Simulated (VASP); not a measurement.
A run of VASP 6.6.1:

INCAR

```
SYSTEM = ZnS
  PREC = Accurate
  ENCUT = 500
  EDIFF = 1E-6
  ISMEAR = -1
  SIGMA = 0.08
  LREAL = .FALSE.
  LASPH = .TRUE.
  NELM = 120
  ALGO = Normal
  ISIF = 2
  LWAVE = .FALSE.
  LCHARG = .FALSE.
  NBANDS = 16
  GGA_COMPAT = .FALSE.
```

Contents of KPOINTS:

```
Automatic mesh
0
G
  16 16 16
  0 0 0
```

The input POSCAR:

```
ZnS
1.0
    0.0000000000      2.0345793067      2.0345793067
    2.0345793067      0.0000000000      2.0345793067
    2.0345793067      2.0345793067      0.0000000000
Zn S
1 1
Direct
    0.0000000000      0.0000000000      0.0000000000
    0.5000000000      0.5000000000      0.5000000000
```

Potentials or basis: VASP PAW LDA potentials, release 64 (Zn, S).

Command:

```console
$ cat potpaw_LDA.64/Zn/POTCAR potpaw_LDA.64/S/POTCAR > POTCAR
$ mpirun -np 1 vasp_std > vasp.out
```

Hardware: 1 thread of Intel Xeon 6975P-C, with other jobs on the host.

**Question.** Estimate the wall time of this run.

**Answer.** It took 25 s on 1 thread of Intel Xeon 6975P-C, with other jobs on the host, peak memory 0.15 GiB. Counts: scf iterations 13, k points 145.
